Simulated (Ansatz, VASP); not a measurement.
**Two plane-wave programs on SrCl2**

```
Sr Cl
1.0
     0.00000    3.48835    3.48835
     3.48835    0.00000    3.48835
     3.48835    3.48835    0.00000
Sr Cl
1 2
Direct
  0.00000 0.00000 0.00000
  0.75000 0.75000 0.75000
  0.25000 0.25000 0.25000
```

Alike in both runs: task single point; functional PBE-based screened hybrid with a share of 0.15 of exact exchange and HFSCREEN = 0.2; k mesh 4 × 4 × 4; occupations fermi-dirac, width 0.05 eV; no spin polarisation.

|  | VASP | Ansatz |
| --- | --- | --- |
| version | VASP 6.6.1 | Ansatz 0.2.0 |
| potentials or method | VASP PAW PBE potentials, release 64 (Sr_sv, Cl) | Ansatz PAW |
| plane-wave cutoff (eV) | 400 | 420 |
| valence electrons in the cell | 24 | 24 |

|  | VASP | Ansatz | Ansatz less VASP |
| --- | --- | --- | --- |
| gap on the k mesh at the Fermi level (eV) | 6.11 | 6.12 | +0.010 |
| least direct gap on the mesh (eV) | 6.30 | 6.31 | +0.010 |
| pressure (GPa) | 0.7 | 0.7 | -0.05 |

VASP's potentials were made for PBE, not for PBE-based screened hybrid.
